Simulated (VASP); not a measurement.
# SnC3 (R3m) in VASP: a series of runs

SnC3 is run at these levels: PBE; tasks: single point.

Everything below comes from runs of VASP 6.6.1. Logs are shortened: lines on timing, memory, paths and dates and some standing lists are left out, and cuts for length are marked.

### Step 1. The cell of the first run

The structure is trigonal, space group R3m (No. 160). Conventional cell: a = 3.079 Å, b = 3.079 Å, c = 15.297 Å, α = 90.00°, β = 90.00°, γ = 120.00°. Within 2.5 Å of C (site symmetry 3m) lie 3 C at 1.86 Å and 1 Sn at 2.13 Å. Within 1.9 Å of C (site symmetry 3m) lie 1 C at 1.43 Å. Within 1.9 Å of C (site symmetry 3m) lie 4 C at 1.43 to 1.86 Å. Within 2.7 Å of Sn (site symmetry 3m) lie 4 C at 2.04 to 2.13 Å.

### Step 2. Single point, PBE (volume changed by -6%)

File INCAR:

```
SYSTEM = SnC3
PREC = Accurate
ENCUT = 520
EDIFF = 1E-6
ISMEAR = -1
SIGMA = 0.02
LREAL = .FALSE.
LASPH = .TRUE.
NELM = 60
ALGO = Normal
ISIF = 2
LWAVE = .FALSE.
LCHARG = .FALSE.
GGA = PE
NBANDS = 21
```

File KPOINTS:

```
Automatic mesh
0
G
  8 8 8
  0 0 0
```

File POSCAR:

```
SnC3
1.0
    1.5394909371      0.8888255070      5.0989903730
   -1.5394909371      0.8888255070      5.0989903730
    0.0000000000     -1.7776510139      5.0989903730
C Sn
3 1
Direct
    1.0147226421      0.0147226421      0.0147226421
    0.4768905496      0.4768905496      0.4768905496
    0.3831861780      0.3831861780      0.3831861780
    0.8752006303      0.8752006303      0.8752006303
```

Potentials or basis: VASP PAW PBE potentials, release 64 (C, Sn_d).

On the command line:

```console
$ cat potpaw_PBE.64/C/POTCAR potpaw_PBE.64/Sn_d/POTCAR > POTCAR
$ mpirun -np 1 vasp_std > vasp.out
```

OUTCAR:

```text
SYSTEM = SnC3
   PREC = Accurate
   ENCUT = 520
   EDIFF = 1E-6
   ISMEAR = -1
   LREAL = .FALSE.
   LASPH = .TRUE.
   NELM = 60
   ISIF = 2
   GGA = PE

 ion  position               nearest neighbor table
   1  0.015  0.015  0.015-   3 1.86   3 1.86   3 1.86   4 2.13
   2  0.477  0.477  0.477-   3 1.43   4 2.04   4 2.04   4 2.04
   3  0.383  0.383  0.383-   2 1.43   1 1.86   1 1.86   1 1.86
   4  0.875  0.875  0.875-   2 2.04   2 2.04   2 2.04   1 2.13

  LATTYP: Found a trigonal (rhomboedric) cell.
 ALAT       =     5.3999764769
 COS(alpha) =     0.8374449250

  Lattice vectors:

 A1 = (   1.5394909371,   0.8888255070,   5.0989903730)
 A2 = (  -1.5394909371,   0.8888255070,   5.0989903730)
 A3 = (   0.0000000000,  -1.7776510139,   5.0989903730)

Analysis of symmetry for initial positions (statically):
=====================================================================
 Subroutine PRICEL returns:
 Original cell was already a primitive cell.

 Routine SETGRP: Setting up the symmetry group for a
 trigonal (rhombohedral) supercell.

 Subroutine GETGRP returns: Found  6 space group operations
 (whereof  6 operations were pure point group operations)
 out of a pool of 12 trial point group operations.

The static configuration has the point symmetry C_3v.

Analysis of symmetry for dynamics (positions and initial velocities):
=====================================================================
 Subroutine PRICEL returns:
 Original cell was already a primitive cell.

 Routine SETGRP: Setting up the symmetry group for a
 trigonal (rhombohedral) supercell.

 Subroutine GETGRP returns: Found  6 space group operations
 (whereof  6 operations were pure point group operations)
 out of a pool of 12 trial point group operations.

The dynamic configuration has the point symmetry C_3v.

 Subroutine INISYM returns: Found  6 space group operations
 (whereof  6 operations are pure point group operations),
 and found     1 'primitive' translations

----------------------------------------------------------------------------------------

                                     Primitive cell

  volume of cell :      41.8629

  direct lattice vectors                    reciprocal lattice vectors
     1.539490937  0.888825507  5.098990373     0.324782685  0.187513371  0.065372419
    -1.539490937  0.888825507  5.098990373    -0.324782685  0.187513371  0.065372419
     0.000000000 -1.777651014  5.098990373     0.000000000 -0.375026741  0.065372419

  length of vectors
     5.399976477  5.399976477  5.399976477     0.380681770  0.380681770  0.380681770

  position of ions in fractional coordinates (direct lattice)
     0.014722642  0.014722642  0.014722642
     0.476890550  0.476890550  0.476890550
     0.383186178  0.383186178  0.383186178
     0.875200630  0.875200630  0.875200630

  ion indices of the primitive-cell ions
   primitive index   ion index
                 1           1
                 2           2
                 3           3
                 4           4

----------------------------------------------------------------------------------------

 KPOINTS: Automatic mesh

Automatic generation of k-mesh.
 Grid dimensions read from file:
 generate k-points for:    8    8    8

 Generating k-lattice:

  Cartesian coordinates                     Fractional coordinates (reciprocal lattice)
     0.040597836  0.023439171  0.008171552     0.125000000 -0.000000000  0.000000000
    -0.040597836  0.023439171  0.008171552    -0.000000000  0.125000000  0.000000000
     0.000000000 -0.046878343  0.008171552     0.000000000  0.000000000  0.125000000

  Length of vectors
     0.047585221  0.047585221  0.047585221

  Shift w.r.t. Gamma in fractional coordinates (k-lattice)
     0.000000000  0.000000000  0.000000000

 Subroutine IBZKPT returns following result:
 ===========================================

 Found     65 irreducible k-points:

 Following reciprocal coordinates:
            Coordinates               Weight
  0.000000  0.000000  0.000000      1.000000
  0.125000  0.000000 -0.000000      6.000000
  0.250000  0.000000 -0.000000      6.000000
  0.375000 -0.000000  0.000000      6.000000
  0.500000  0.000000 -0.000000      3.000000
  0.125000  0.125000  0.000000      6.000000
[... 16 lines left out ...]
  0.250000  0.125000  0.125000      6.000000
  0.375000  0.125000  0.125000      6.000000
 [... further k-points ...]
   k-points           NKPTS =     65   k-points in BZ     NKDIM =     65   number of bands    NBANDS=     21
   number of dos      NEDOS =    301   number of ions     NIONS =      4
   total plane-waves  NPLWV =  64000
   dimension x,y,z NGX =    40 NGY =   40 NGZ =   40
   dimension x,y,z NGXF=    80 NGYF=   80 NGZF=   80
   ions per type =               3   1
   NGX,Y,Z   is equivalent  to a cutoff of  12.31, 12.31, 12.31 a.u.
   NGXF,Y,Z  is equivalent  to a cutoff of  24.63, 24.63, 24.63 a.u.
 SYSTEM =  SnC3
   PREC   = accura    normal or accurate (medium, high low for compatibility)
   ISTART =      0    job   : 0-new  1-cont  2-samecut
   ICHARG =      2    charge: 1-file 2-atom 10-const
   ISPIN  =      1    spin polarized calculation?
   LNONCOLLINEAR =      F non collinear calculations
   LSORBIT =      F    spin-orbit coupling
   LASPH  =      T    aspherical Exc in radial PAW
   ENCUT  =  520.0 eV  38.22 Ry    6.18 a.u.  10.04 10.04 10.04*2*pi/ulx,y,z
   NELM   =     60;   NELMIN=  2; NELMDL= -5     # of ELM steps
   EDIFF  = 0.1E-05   stopping-criterion for ELM
   LREAL  =      F    real-space projection
   EDIFFG = 0.1E-04   stopping-criterion for IOM
   NSW    =      0    number of steps for IOM
   IBRION =     -1    ionic relax: 0-MD 1-quasi-New 2-CG
   NFREE  =      0    steps in history (QN), initial steepest desc. (CG)
   ISIF   =      2    stress and relaxation
   ISYM   =      2    0-nonsym 1-usesym 2-fastsym
   POTIM  = 0.5000    time-step for ionic-motion
   TEBEG  =    0.0;   TEEND  =   0.0 temperature during run
   PSTRESS=    0.0 pullay stress
   NELECT =      26.0000    total number of electrons
   NUPDOWN=      -1.0000    fix difference up-down
   EMIN   =  10.00;   EMAX   =-10.00  energy-range for DOS
   EFERMI =   0.00;   METHOD = LEGACY
   ISMEAR =    -1;   SIGMA  =   0.02  broadening in eV -4-tet -1-fermi 0-gaus
   EFERMI_NEDOS =   21; number of points for ismear=-14 and -15
   IALGO  =     38    algorithm
   IMIX   =      4    mixing-type and parameters
     AMIX     =   0.40;   BMIX     =  1.00
     AMIX_MAG =   1.60;   BMIX_MAG =  1.00
  volume/ion in A,a.u.               =      10.47        70.63
  Fermi-wavevector in a.u.,A,eV,Ry     =   1.396764  2.639501 26.544268  1.950949
  Thomas-Fermi vector in A             =   2.520086
   LORBIT       =      0    0 simple, 1 ext, 2 COOP (PROOUT), +10 PAW based schemes
   GGA     = PE    functional components
   LHFCALC =     F    Hartree Fock is set to
   AEXX    =    0.0000 exact exchange contribution
   IVDW    =     0    specifies the selected vdW correction
   LEPSILON=     F    determine dielectric tensor
   LRPA    =     F    only Hartree local field effects (RPA)
 non-spin polarized calculation
  energy-cutoff  :      520.00
  volume of cell :       41.86
 maximum number of plane-waves:      1144
   NGX = 21   NGY = 21   NGZ = 21

 number of electron      26.0000003 magnetization

 Free energy of the ion-electron system (eV)
  ---------------------------------------------------
  ext. energy  EPLUGINS =         0.00000000
  ---------------------------------------------------
  free energy    TOTEN  =       -25.01726097 eV

  energy without entropy =      -25.01725877  energy(sigma->0) =      -25.01725987

 E-fermi :  10.1998     XC(G=0): -11.7970

 val. band max:       10.0563721493   @ k =   0.0000   0.0000   0.0000
 cond. band min:      10.3476129677   @ k =   0.0000   0.0000   0.0000
 fundamental gap:      0.2912408184
 Fermi energy:        10.1997605676

 k-point     1 :       0.0000    0.0000    0.0000
  band No.  band energies     occupation
      1     -12.2856      2.00000
      2     -12.2779      2.00000
      3     -12.2779      2.00000
      4     -11.9337      2.00000
      5     -11.9337      2.00000
      6      -8.0995      2.00000
[... 13 lines left out ...]
     20      18.5121      0.00000
     21      20.7548      0.00000

 k-point     2 :       0.1250    0.0000   -0.0000
  band No.  band energies     occupation
      1     -12.3265      2.00000
      2     -12.2272      2.00000
      3     -12.2246      2.00000
      4     -11.9717      2.00000
      5     -11.9394      2.00000
      6      -7.8281      2.00000
[... 13 lines left out ...]
     20      18.8626      0.00000
     21      21.1010      0.00000

 k-point     3 :       0.2500    0.0000   -0.0000
  band No.  band energies     occupation
      1     -12.4128      2.00000
      2     -12.1265      2.00000
      3     -12.1139      2.00000
      4     -12.0434      2.00000
      5     -11.9415      2.00000
      6      -7.0521      2.00000
[... 13 lines left out ...]
     20      19.3278      0.00000
     21      20.7254      0.00000

 k-point     4 :       0.3750   -0.0000    0.0000
  band No.  band energies     occupation
      1     -12.5006      2.00000
      2     -12.1520      2.00000
      3     -12.0500      2.00000
      4     -11.9878      2.00000
      5     -11.8902      2.00000
      6      -5.9394      2.00000
[... 13 lines left out ...]
     20      19.2963      0.00000
     21      20.3182      0.00000

 k-point     5 :       0.5000    0.0000   -0.0000
  band No.  band energies     occupation
      1     -12.5373      2.00000
      2     -12.1803      2.00000
      3     -12.0444      2.00000
      4     -11.9464      2.00000
      5     -11.8468      2.00000
      6      -5.1955      2.00000
[... 13 lines left out ...]
     20      19.1420      0.00000
     21      20.3739      0.00000

 k-point     6 :       0.1250    0.1250    0.0000
  band No.  band energies     occupation
      1     -12.3261      2.00000
      2     -12.2272      2.00000
      3     -12.2248      2.00000
      4     -11.9718      2.00000
      5     -11.9392      2.00000
      6      -7.8090      2.00000
[... 13 lines left out ...]
     20      18.8899      0.00000
     21      21.1120      0.00000

 k-point     7 :       0.2500    0.1250    0.0000
  band No.  band energies     occupation
      1     -12.3629      2.00000
      2     -12.2091      2.00000
      3     -12.1102      2.00000
      4     -12.0256      2.00000
      5     -11.9464      2.00000
      6      -7.2669      2.00000
[... 13 lines left out ...]
     20      18.5881      0.00000
     21      20.9023      0.00000
[... 291 lines left out ...]
      1     -12.4062      2.00000
      2     -12.1305      2.00000
      3     -12.0907      2.00000
      4     -11.9691      2.00000
      5     -11.9635      2.00000
      6      -4.7207      2.00000
[... 13 lines left out ...]
     20      19.4108      0.00000
     21      20.8177      0.00000

 k-point    21 :       0.5000    0.5000    0.0000
  band No.  band energies     occupation
      1     -12.5395      2.00000
      2     -12.1881      2.00000
      3     -12.0428      2.00000
      4     -11.9414      2.00000
      5     -11.8467      2.00000
      6      -5.0900      2.00000
[... 13 lines left out ...]
     20      20.4497      0.00000
     21      21.4698      0.00000

 k-point    22 :       0.1250    0.1250    0.1250
  band No.  band energies     occupation
      1     -12.2841      2.00000
      2     -12.2779      2.00000
      3     -12.2779      2.00000
      4     -11.9337      2.00000
      5     -11.9337      2.00000
      6      -8.0436      2.00000
[... 13 lines left out ...]
     20      18.6091      0.00000
     21      20.9024      0.00000

 k-point    23 :       0.2500    0.1250    0.1250
  band No.  band energies     occupation
      1     -12.3270      2.00000
      2     -12.2273      2.00000
      3     -12.2218      2.00000
      4     -11.9718      2.00000
      5     -11.9394      2.00000
      6      -7.7382      2.00000
[... 13 lines left out ...]
     20      18.9741      0.00000
     21      21.0735      0.00000

 k-point    24 :       0.3750    0.1250    0.1250
  band No.  band energies     occupation
      1     -12.4137      2.00000
      2     -12.1232      2.00000
      3     -12.1140      2.00000
      4     -12.0437      2.00000
      5     -11.9415      2.00000
      6      -6.9411      2.00000
[... 13 lines left out ...]
     20      19.2756      0.00000
     21      20.1551      0.00000

 [... further k-points ...]

------------------------ aborting loop because EDIFF is reached ----------------------------------------

  FORCE on cell =-STRESS in cart. coord.  units (eV):
  Direction    XX          YY          ZZ          XY          YZ          ZX
  --------------------------------------------------------------------------------------
  -------------------------------------------------------------------------------------
  Total        2.7444871      2.7444871      4.4234263      0.0000000      0.0000000      0.0000000
  in kB      105.0370925    105.0370925    169.2935018      0.0000000      0.0000000      0.0000000
  external PRESSURE =     126.4558956 kB  Pullay stress =       0.0000000 kB

 VOLUME and BASIS-vectors are now :
 -----------------------------------------------------------------------------
  energy-cutoff  :      520.00
  volume of cell :       41.86
      direct lattice vectors                 reciprocal lattice vectors
     1.539490937  0.888825507  5.098990373     0.324782685  0.187513371  0.065372419
    -1.539490937  0.888825507  5.098990373    -0.324782685  0.187513371  0.065372419
     0.000000000 -1.777651014  5.098990373     0.000000000 -0.375026741  0.065372419

 POSITION                                       TOTAL-FORCE (eV/Angst)
 -----------------------------------------------------------------------------------
      0.00000      0.00000      0.22521         0.000000      0.000000      0.112611
      0.00000      0.00000      7.29498         0.000000      0.000000      0.236409
      0.00000      0.00000      5.86159         0.000000     -0.000000     -0.813524
      0.00000      0.00000     13.38792         0.000000      0.000000      0.464503
 -----------------------------------------------------------------------------------
    total drift:                                0.000000     -0.000000      0.000598

  FREE ENERGIE OF THE ION-ELECTRON SYSTEM (eV)
  ---------------------------------------------------
  free  energy   TOTEN  =       -25.0172609706 eV

  energy  without entropy=      -25.0172587702  energy(sigma->0) =      -25.01725987
```

It took 47 s on 1 thread of Intel Xeon 6975P-C (Granite Rapids), shared host; peak memory 0.26 GiB.

Results:

| Quantity | Value |
| --- | --- |
| Free energy | -25.0173 eV |
| Pressure | 12.6 GPa |
| Largest force | 0.814 eV/Å |
| Band gap on the k mesh | 0.29 eV, direct |

Forces in eV/Å, atoms in the order of the input:
```
C    0.000  0.000  0.113
C    0.000  0.000  0.236
C    0.000  0.000 -0.814
Sn   0.000  0.000  0.465
```

Caveat: spin-orbit coupling is left out, which moves the levels of the heavy elements. A k mesh can miss the band edges.

### Step 3. Single point, PBE (volume changed by -3%)

File INCAR:

```
PREC     = Accurate       # precision mode
ENCUT    = 520            # plane-wave cutoff, eV
EDIFF    = 1E-6           # SCF threshold, eV
ISMEAR   = -1             # smearing method
SIGMA    = 0.02           # smearing width, eV
LREAL    = False          # projectors in reciprocal space
LASPH    = True           # aspherical terms in the spheres
NELM     = 80             # most SCF steps
ALGO     = Normal         # electronic algorithm
ISIF     = 2              # what is computed and relaxed
LWAVE    = False          # write WAVECAR
LCHARG   = False          # write CHGCAR
GGA      = PE             # functional
NBANDS   = 21             # bands
```

File KPOINTS:

```
regular mesh
0
Gamma
  8 8 8
```

File POSCAR:

```
SnC3
1.0
    1.5556972958      0.8981822525      5.1526679005
   -1.5556972958      0.8981822525      5.1526679005
    0.0000000000     -1.7963645050      5.1526679005
C Sn
3 1
Direct
    1.0147226421      0.0147226421      0.0147226421
    0.4768905496      0.4768905496      0.4768905496
    0.3831861780      0.3831861780      0.3831861780
    0.8752006303      0.8752006303      0.8752006303
```

Potentials or basis: VASP PAW PBE potentials, release 64 (C, Sn_d).

On the command line:

```console
$ cat potpaw_PBE.64/C/POTCAR potpaw_PBE.64/Sn_d/POTCAR > POTCAR
$ mpirun -np 1 vasp_std > vasp.out
```

Run time: 61 s. Hardware: 1 thread of Intel Xeon 6975P-C (Granite Rapids), shared host; peak memory 0.27 GiB.

Results (log left out):

```yaml
Free_energy: -25.0937 eV
Pressure: 5.7 GPa
Largest_force: 0.391 eV/Å
Band_gap_on_the_k_mesh: 0.06 eV, direct
```

Forces on the atoms (eV/Å):
```
C    0.000  0.000  0.044
C    0.000  0.000  0.157
C    0.000  0.000 -0.391
Sn   0.000  0.000  0.190
```

Stress tensor (GPa, compression positive):
```
4.65 0.00 0.00
0.00 4.65 0.00
0.00 0.00 7.80
```

Levels at points of the mesh, in eV from the valence-band top:
```
           k point  band 11  band 12  band 13  band 14  band 15  band 16
(0.00, 0.00, 0.00)    -2.64     0.00     0.00     0.06     1.90     3.38
(0.50, 0.00, 0.00)    -5.42    -5.35    -2.25     1.16     3.23     4.58
(0.50, 0.50, 0.00)    -5.67    -2.66    -1.37     0.37     1.07     3.16
(0.50, 0.50, 0.50)    -3.72    -0.52    -0.52     0.20     2.61     3.83
```

Caveat: spin-orbit coupling is left out, which moves the levels of the heavy elements.
